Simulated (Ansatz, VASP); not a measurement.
# One calculation of AlN, two programs

The input INCAR:

```
SYSTEM = AlN
PREC     = Accurate       ! precision mode
ENCUT    = 520            ! plane-wave cutoff, eV
EDIFF    = 1E-6           ! SCF threshold, eV
ISMEAR   = 0              ! smearing method
SIGMA    = 0.05           ! smearing width, eV
LREAL    = .FALSE.        ! projectors in reciprocal space
LASPH    = .TRUE.         ! aspherical terms in the spheres
NELM     = 100            ! most SCF steps
ALGO     = Normal         ! electronic algorithm
ISIF     = 2              ! what is computed and relaxed
LWAVE    = .FALSE.        ! write WAVECAR
LCHARG   = .FALSE.        ! write CHGCAR
GGA      = PE             ! functional
NBANDS   = 11             ! bands
```

Contents of KPOINTS:

```
Automatic mesh
0
G
  10 10 10
  0 0 0
```

The input POSCAR:

```
AlN
1.0
    0.0000000000      2.2012588983      2.2012588983
    2.2012588983      0.0000000000      2.2012588983
    2.2012588983      2.2012588983      0.0000000000
Al N
1 1
Direct
   -0.0045751888      0.0045751888      0.0045751888
    0.7588131387      0.7411868613      0.7411868613
```

Input for Ansatz:

```yaml
crystal:
  lattice:
    - [0.0, 2.2012588983, 2.2012588983]
    - [2.2012588983, 0.0, 2.2012588983]
    - [2.2012588983, 2.2012588983, 0.0]
  atoms:
    - { symbol: Al, position: [-0.0045751888, 0.0045751888, 0.0045751888] }
    - { symbol: "N", position: [0.7588131387, 0.7411868613, 0.7411868613] }
basis:
  ecutwfc: 520.0
kpoints:
  mp_grid: { grid: [10, 10, 10] }
hamiltonian:
  xc: pbe
  pseudopotentials: { kind: paw, azcp: { folder: soft_1 } }
scf:
  occupations: { method: gaussian, width: 0.05 }
output:
  forces: true
  stress: true
  eigenvalues: true
```

Change from the starting cell: mode 4 frozen in at -0.039 Å, equal normal strain along x, y and z +0.0000.

Alike in both runs: task single point; functional PBE; k mesh 10 × 10 × 10; occupations gaussian, width 0.05 eV; no spin polarisation.

|  | VASP | Ansatz |
| --- | --- | --- |
| version | VASP 6.6.1 | Ansatz 0.2.0 |
| potentials or method | VASP PAW PBE potentials, release 64 (Al, N), cutoff 520 eV | scalar-relativistic, plane waves, PAW |
| valence electrons in the cell | 8 | 8 |

Ansatz gave:

- gap on the k mesh at the Fermi level (eV): 3.16
- least direct gap on the mesh (eV): 3.82
- pressure (GPa): 0.4
- traceless stress, the component that is largest in VASP (GPa): -3.57
- rms of the force components (eV/Å): 0.464

Estimate VASP's values.

gap on the k mesh at the Fermi level (eV): 3.15; least direct gap on the mesh (eV): 3.83; pressure (GPa): 0.2; traceless stress, the component that is largest in VASP (GPa): -3.58; rms of the force components (eV/Å): 0.465.

Atom by atom the forces differ by 0.001 eV/Å (rms over components). With one functional, cell and mesh, what is left measures potentials, basis and numerics.
